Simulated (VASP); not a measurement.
# C in VASP: a series of runs

The runs below take C through single point, with PBE+D3(BJ).

Program: VASP 6.6.1. These are calculated values, not measurements. Logs are shortened: lines on timing, memory, paths and dates and some standing lists are left out, and cuts for length are marked.

## Step 1: The cell of the first run

The cell holds a slab with vacuum, 2 atoms: a = 2.456 Å, b = 2.456 Å, c = 18.000 Å, α = 90.00°, β = 90.00°, γ = 120.00°.

## Step 2: Single point, PBE+D3(BJ)

INCAR reads:

```
  PREC = Accurate
  ENCUT = 520
  EDIFF = 1E-6
  ISMEAR = 0
  SIGMA = 0.05
  LREAL = False
  LASPH = True
  NELM = 100
  ALGO = Normal
  ISIF = 2
  LWAVE = False
  LCHARG = True
  LDIPOL = True
  IDIPOL = 3
  DIPOL = 0.5 0.5 0.500
  GGA = PE
  IVDW = 12
  LELF = True
  LVHAR = True
  LVACPOTAV = True
  NBANDS = 11
```

KPOINTS reads:

```
regular mesh
0
Gamma
  15 15 1
```

POSCAR reads:

```
C
1.0
    2.4560959400      0.0000000000      0.0000000000
   -1.2280479700      2.1270618200      0.0000000000
    0.0000000000      0.0000000000     18.0000000000
C
2
Direct
    0.0833794600      0.1667589200      0.5000000000
    0.4166205400      0.8332410800      0.5000000000
```

Potentials or basis: VASP PAW PBE potentials, release 64 (C).

Command:

```
$ cat potpaw_PBE.64/C/POTCAR > POTCAR
$ mpirun -np 1 vasp_std > vasp.out
```

OUTCAR:

```text
PREC = Accurate
   ENCUT = 520
   EDIFF = 1E-6
   ISMEAR = 0
   LREAL = False
   LASPH = True
   NELM = 100
   ISIF = 2
   GGA = PE
   IVDW = 12
 IVDW          = 12

 ion  position               nearest neighbor table
   1  0.083  0.167  0.500-   2 1.42   2 1.42   2 1.42
   2  0.417  0.833  0.500-   1 1.42   1 1.42   1 1.42

  LATTYP: Found a hexagonal cell.
 ALAT       =     2.4560959400
 C/A-ratio  =     7.3287039431

  Lattice vectors:

 A1 = (   2.4560959400,   0.0000000000,   0.0000000000)
 A2 = (  -1.2280479700,   2.1270618200,   0.0000000000)
 A3 = (   0.0000000000,   0.0000000000,  18.0000000000)

Analysis of symmetry for initial positions (statically):
=====================================================================
 Subroutine PRICEL returns:
 Original cell was already a primitive cell.

 Routine SETGRP: Setting up the symmetry group for a
 hexagonal supercell.

 Subroutine GETGRP returns: Found  8 space group operations
 (whereof  4 operations were pure point group operations)
 out of a pool of 24 trial point group operations.

The static configuration has the point symmetry C_2v.
 The point group associated with its full space group is D_2h.

Analysis of symmetry for dynamics (positions and initial velocities):
=====================================================================
 Subroutine PRICEL returns:
 Original cell was already a primitive cell.

 Routine SETGRP: Setting up the symmetry group for a
 hexagonal supercell.

 Subroutine GETGRP returns: Found  8 space group operations
 (whereof  4 operations were pure point group operations)
 out of a pool of 24 trial point group operations.

The dynamic configuration has the point symmetry C_2v.
 The point group associated with its full space group is D_2h.

 Subroutine INISYM returns: Found  8 space group operations
 (whereof  4 operations are pure point group operations),
 and found     1 'primitive' translations

----------------------------------------------------------------------------------------

                                     Primitive cell

  volume of cell :      94.0368

  direct lattice vectors                    reciprocal lattice vectors
     2.456095940  0.000000000  0.000000000     0.407150219  0.235066041  0.000000000
    -1.228047970  2.127061820  0.000000000     0.000000000  0.470132081  0.000000000
     0.000000000  0.000000000 18.000000000     0.000000000  0.000000000  0.055555556

  length of vectors
     2.456095940  2.456113557 18.000000000     0.470135453  0.470132081  0.055555556

  position of ions in fractional coordinates (direct lattice)
     0.083379460  0.166758920  0.500000000
     0.416620540  0.833241080  0.500000000

  ion indices of the primitive-cell ions
   primitive index   ion index
                 1           1
                 2           2

----------------------------------------------------------------------------------------

 KPOINTS: regular mesh

Automatic generation of k-mesh.
 Grid dimensions read from file:
 generate k-points for:   15   15    1

 Generating k-lattice:

  Cartesian coordinates                     Fractional coordinates (reciprocal lattice)
     0.027143348  0.015671069  0.000000000     0.066666667  0.000000000  0.000000000
     0.000000000  0.031342139  0.000000000     0.000000000  0.066666667  0.000000000
     0.000000000  0.000000000  0.055555556     0.000000000  0.000000000  1.000000000

  Length of vectors
     0.031342364  0.031342139  0.055555556

  Shift w.r.t. Gamma in fractional coordinates (k-lattice)
     0.000000000  0.000000000  0.000000000

 Subroutine IBZKPT returns following result:
 ===========================================

 Found     64 irreducible k-points:

 Following reciprocal coordinates:
            Coordinates               Weight
  0.000000  0.000000  0.000000      1.000000
  0.066667  0.000000  0.000000      4.000000
  0.000000  0.066667  0.000000      2.000000
  0.133333 -0.000000  0.000000      4.000000
  0.000000  0.133333  0.000000      2.000000
  0.200000  0.000000  0.000000      4.000000
[... 16 lines left out ...]
 -0.266667  0.200000  0.000000      4.000000
  0.266667  0.066667  0.000000      4.000000
 [... further k-points ...]
   k-points           NKPTS =     64   k-points in BZ     NKDIM =     64   number of bands    NBANDS=     11
   number of dos      NEDOS =    301   number of ions     NIONS =      2
   total plane-waves  NPLWV =  45360
   dimension x,y,z NGX =    18 NGY =   18 NGZ =  140
   dimension x,y,z NGXF=    36 NGYF=   36 NGZF=  280
   ions per type =               2
   NGX,Y,Z   is equivalent  to a cutoff of  12.18, 12.18, 12.93 a.u.
   NGXF,Y,Z  is equivalent  to a cutoff of  24.37, 24.37, 25.86 a.u.
 SYSTEM =  unknown system
   PREC   = accura    normal or accurate (medium, high low for compatibility)
   ISTART =      0    job   : 0-new  1-cont  2-samecut
   ICHARG =      2    charge: 1-file 2-atom 10-const
   ISPIN  =      1    spin polarized calculation?
   LNONCOLLINEAR =      F non collinear calculations
   LSORBIT =      F    spin-orbit coupling
   LASPH  =      T    aspherical Exc in radial PAW
   ENCUT  =  520.0 eV  38.22 Ry    6.18 a.u.   4.57  4.57 33.47*2*pi/ulx,y,z
   NELM   =    100;   NELMIN=  2; NELMDL= -5     # of ELM steps
   EDIFF  = 0.1E-05   stopping-criterion for ELM
   LREAL  =      F    real-space projection
[... 7 lines left out ...]
   TEBEG  =    0.0;   TEEND  =   0.0 temperature during run
   PSTRESS=    0.0 pullay stress
   NELECT =       8.0000    total number of electrons
   NUPDOWN=      -1.0000    fix difference up-down
   EMIN   =  10.00;   EMAX   =-10.00  energy-range for DOS
   EFERMI =   0.00;   METHOD = LEGACY
   ISMEAR =     0;   SIGMA  =   0.05  broadening in eV -4-tet -1-fermi 0-gaus
   EFERMI_NEDOS =   21; number of points for ismear=-14 and -15
   IALGO  =     38    algorithm
   IMIX   =      4    mixing-type and parameters
     AMIX     =   0.40;   BMIX     =  1.00
     AMIX_MAG =   1.60;   BMIX_MAG =  1.00
  volume/ion in A,a.u.               =      47.02       317.30
  Fermi-wavevector in a.u.,A,eV,Ry     =   0.720011  1.360623  7.053466  0.518415
  Thomas-Fermi vector in A             =   1.809353
   LORBIT       =      0    0 simple, 1 ext, 2 COOP (PROOUT), +10 PAW based schemes
   GGA     = PE    functional components
   LHFCALC =     F    Hartree Fock is set to
   AEXX    =    0.0000 exact exchange contribution
   IVDW    =    12    specifies the selected vdW correction
   LEPSILON=     F    determine dielectric tensor
   LRPA    =     F    only Hartree local field effects (RPA)
 non-spin polarized calculation
 Gauss-broadening in eV      SIGMA  =   0.05
  energy-cutoff  :      520.00
  volume of cell :       94.04
 maximum number of plane-waves:      2574
   NGX =  9   NGY =  9   NGZ = 67

 dipolmoment           0.000000      0.000000     -0.000000 electrons x Angstroem

 number of electron       7.9999998 magnetization

 dipolmoment           0.000000      0.000000      0.000000 electrons x Angstroem

 Free energy of the ion-electron system (eV)
  ---------------------------------------------------
  ext. energy  EPLUGINS =         0.00000000
  ---------------------------------------------------
  free energy    TOTEN  =       -18.44529674 eV

  energy without entropy =      -18.44479653  energy(sigma->0) =      -18.44504664

 E-fermi :  -2.5340     XC(G=0):  -2.4007

 val. band max:       -2.5365012534   @ k =   0.3333   0.3333   0.0000
 cond. band min:      -2.5314114702   @ k =   0.3333   0.3333   0.0000
 fundamental gap:      0.0050897831
 Fermi energy:        -2.5339563619

 k-point     1 :       0.0000    0.0000    0.0000
  band No.  band energies     occupation
      1     -22.1534      2.00000
      2     -10.2327      2.00000
      3      -5.5811      2.00000
      4      -5.5694      2.00000
      5       0.6885      0.00000
      6       1.5126      0.00000
      7       1.9248      0.00000
      8       3.1223      0.00000
      9       3.6668      0.00000
     10       5.8428      0.00000
     11       5.8580      0.00000

 k-point     2 :       0.0667    0.0000    0.0000
  band No.  band energies     occupation
      1     -22.0477      2.00000
      2     -10.1061      2.00000
      3      -5.9989      2.00000
      4      -5.8028      2.00000
      5       0.8322      0.00000
      6       1.6581      0.00000
      7       2.0719      0.00000
      8       3.2678      0.00000
      9       3.8114      0.00000
     10       5.8952      0.00000
     11       6.3101      0.00000

 k-point     3 :       0.0000    0.0667    0.0000
  band No.  band energies     occupation
      1     -22.0477      2.00000
      2     -10.1060      2.00000
      3      -6.0069      2.00000
      4      -5.7946      2.00000
      5       0.8322      0.00000
      6       1.6581      0.00000
      7       2.0719      0.00000
      8       3.2678      0.00000
      9       3.8114      0.00000
     10       5.9054      0.00000
     11       6.2992      0.00000

 k-point     4 :       0.1333   -0.0000    0.0000
  band No.  band energies     occupation
      1     -21.7311      2.00000
      2      -9.7283      2.00000
      3      -7.1323      2.00000
      4      -6.3720      2.00000
      5       1.2632      0.00000
      6       2.0938      0.00000
      7       2.5132      0.00000
      8       3.7037      0.00000
      9       4.2451      0.00000
     10       5.9194      0.00000
     11       6.3532      0.00000

 k-point     5 :       0.0000    0.1333    0.0000
  band No.  band energies     occupation
      1     -21.7311      2.00000
      2      -9.7282      2.00000
      3      -7.1389      2.00000
      4      -6.3649      2.00000
      5       1.2632      0.00000
      6       2.0938      0.00000
      7       2.5132      0.00000
      8       3.7037      0.00000
      9       4.2451      0.00000
     10       5.9267      0.00000
     11       6.3532      0.00000
[... 211 lines left out ...]
 k-point    21 :       0.2000    0.0667    0.0000
  band No.  band energies     occupation
      1     -20.7883      2.00000
      2      -9.5713      2.00000
      3      -8.6160      2.00000
      4      -7.7459      2.00000
      5       2.5553      0.00000
      6       3.3921      0.00000
      7       3.8369      0.00000
      8       4.9580      0.00000
      9       5.1637      0.00000
     10       5.5359      0.00000
     11       6.1245      0.00000

 k-point    22 :      -0.0667    0.2667    0.0000
  band No.  band energies     occupation
      1     -20.7883      2.00000
      2      -9.5750      2.00000
      3      -8.6158      2.00000
      4      -7.7415      2.00000
      5       2.5553      0.00000
      6       3.3922      0.00000
      7       3.8369      0.00000
      8       4.9582      0.00000
      9       5.1619      0.00000
     10       5.5360      0.00000
     11       6.1276      0.00000

 k-point    23 :      -0.2667    0.2000    0.0000
  band No.  band energies     occupation
      1     -20.7882      2.00000
      2      -9.5697      2.00000
      3      -8.6162      2.00000
      4      -7.7478      2.00000
      5       2.5553      0.00000
      6       3.3921      0.00000
      7       3.8369      0.00000
      8       4.9584      0.00000
      9       5.1644      0.00000
     10       5.5356      0.00000
     11       6.1215      0.00000

 k-point    24 :       0.2667    0.0667    0.0000
  band No.  band energies     occupation
      1     -19.9602      2.00000
      2     -11.2985      2.00000
      3      -8.4112      2.00000
      4      -7.6629      2.00000
      5       3.2707      0.00000
      6       3.6990      0.00000
      7       4.5776      0.00000
      8       5.0117      0.00000
      9       5.8592      0.00000
     10       6.1724      0.00000
     11       6.7365      0.00000

 [... further k-points ...]

------------------------ aborting loop because EDIFF is reached ----------------------------------------

 Edisp (eV)   -0.17755

 E8    (eV) :    -0.0555

  FORCE on cell =-STRESS in cart. coord.  units (eV):
  Direction    XX          YY          ZZ          XY          YZ          ZX
  --------------------------------------------------------------------------------------
  -------------------------------------------------------------------------------------
  Total       0.63940     0.63595    -0.01169     0.00000     0.00000     0.00000
  in kB      10.89392    10.83523    -0.19915     0.00000     0.00000     0.00000
  external pressure =        7.18 kB  Pullay stress =        0.00 kB

 VOLUME and BASIS-vectors are now :
 -----------------------------------------------------------------------------
  energy-cutoff  :      520.00
  volume of cell :       94.04
      direct lattice vectors                 reciprocal lattice vectors
     2.456095940  0.000000000  0.000000000     0.407150219  0.235066041  0.000000000
    -1.228047970  2.127061820  0.000000000     0.000000000  0.470132081  0.000000000
     0.000000000  0.000000000 18.000000000     0.000000000  0.000000000  0.055555556

 POSITION                                       TOTAL-FORCE (eV/Angst)
 -----------------------------------------------------------------------------------
      0.00000      0.35471      9.00000         0.000000     -0.015265      0.000000
     -0.00000      1.77236      9.00000        -0.000000      0.015265      0.000000
 -----------------------------------------------------------------------------------
    total drift:                                0.000000      0.000000     -0.000000

  FREE ENERGIE OF THE ION-ELECTRON SYSTEM (eV)
  ---------------------------------------------------
  free  energy   TOTEN  =       -18.6228447451 eV

  energy  without entropy=      -18.6223445407  energy(sigma->0) =      -18.62259464

 vacuum level on the upper side and lower side of the slab         1.676         1.676
```

It took 1.9 min on 1 thread of Intel Xeon 8259CL, shared host; peak memory 0.23 GiB.

What came out:

```
Free energy                : -18.6228 eV
Largest force              : 0.015 eV/Å
Dispersion energy per atom : -0.089 eV
```

Forces in eV/Å, atoms in the order of the input:
```
C    0.000 -0.015  0.000
C    0.000  0.015  0.000
```

(Continued in part 2 of 2.)
